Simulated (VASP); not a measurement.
Here is a VASP 6.6.1 calculation.

Contents of INCAR:

```
SYSTEM = LiH
  ALGO = Normal
  EDIFF = 1E-6
  ENCUT = 520
  GGA = PE
  ISIF = 2
  ISMEAR = -1
  LASPH = .True.
  LCHARG = .True.
  LELF = .True.
  LREAL = .False.
  LVHAR = .True.
  LWAVE = .False.
  NBANDS = 9
  NELM = 80
  PREC = Accurate
  SIGMA = 0.02
```

The input KPOINTS:

```
k-points
0
Gamma
  10 10 10
  0 0 0
```

File POSCAR:

```
LiH
1.0
    0.0000000000      1.9984726927      1.9984726927
    1.9984726927      0.0000000000      1.9984726927
    1.9984726927      1.9984726927      0.0000000000
Li H
1 1
Direct
    0.0000000000      0.0000000000      0.0000000000
    0.5000000000      0.5000000000      0.5000000000
```

Potentials or basis: VASP PAW PBE potentials, release 64 (Li_sv, H).

Launch:

```bash
$ cat potpaw_PBE.64/Li_sv/POTCAR potpaw_PBE.64/H/POTCAR > POTCAR
$ mpirun -np 1 vasp_std > vasp.out
```

What does it give for the band gap on the k mesh?

2.97 eV, direct.

 A k mesh can miss the band edges.
